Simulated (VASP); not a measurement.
Al6O, 7 atoms in the cell. Symmetry: P3m1, No. 156, trigonal system. The conventional cell has a = 2.887 Å, b = 2.887 Å, c = 14.486 Å, α = 90.00°, β = 90.00°, γ = 120.00°. Al (site symmetry 3m) has 3 O at 1.92 Å within 2.5 Å. Within 2.7 Å of Al (site symmetry 3m) lie 1 O at 2.06 Å. Within 3.7 Å of Al (site symmetry 3m) lie 12 Al at 2.84 to 2.89 Å. Al (site symmetry 3m) has 12 Al at 2.82 to 2.89 Å within 3.7 Å. Al (site symmetry 3m) has 12 Al at 2.84 to 2.89 Å within 3.7 Å. Al (site symmetry 3m) has 12 Al at 2.79 to 2.89 Å and 3 O at 3.60 Å within 3.7 Å. O (site symmetry 3m) has 4 Al at 1.92 to 2.06 Å within 2.5 Å. 

* Program: VASP 6.6.1
* Task: vibrations by perturbation theory
* Functional: PBE
* Potentials or basis: VASP PAW PBE potentials, release 64 (Al, O)
* Cutoff: 520 eV
* k mesh: 12 × 12 × 2
* Occupations: gaussian, width 0.1 eV
* Spin: no spin polarisation
* Dipole correction: no
* Further INCAR settings: ALGO = Normal; EDIFF = 1e-08; NBANDS = 21; IBRION = 8; NSW = 1

Potentials or basis: VASP PAW PBE potentials, release 64 (Al, O).

The run is started by

```bash
$ cat potpaw_PBE.64/Al/POTCAR potpaw_PBE.64/O/POTCAR > POTCAR
$ mpirun -np 1 vasp_std > vasp.out
```

Hardware: 1 thread of Intel(R) Xeon(R) 6975P-C (Granite Rapids), on a shared host.

Problem. Estimate the wall time of this run.

Solution. Run time: 27 min on 1 thread of Intel(R) Xeon(R) 6975P-C (Granite Rapids), on a shared host, peak memory 0.78 GiB. Counts: scf iterations 182, k points 38.
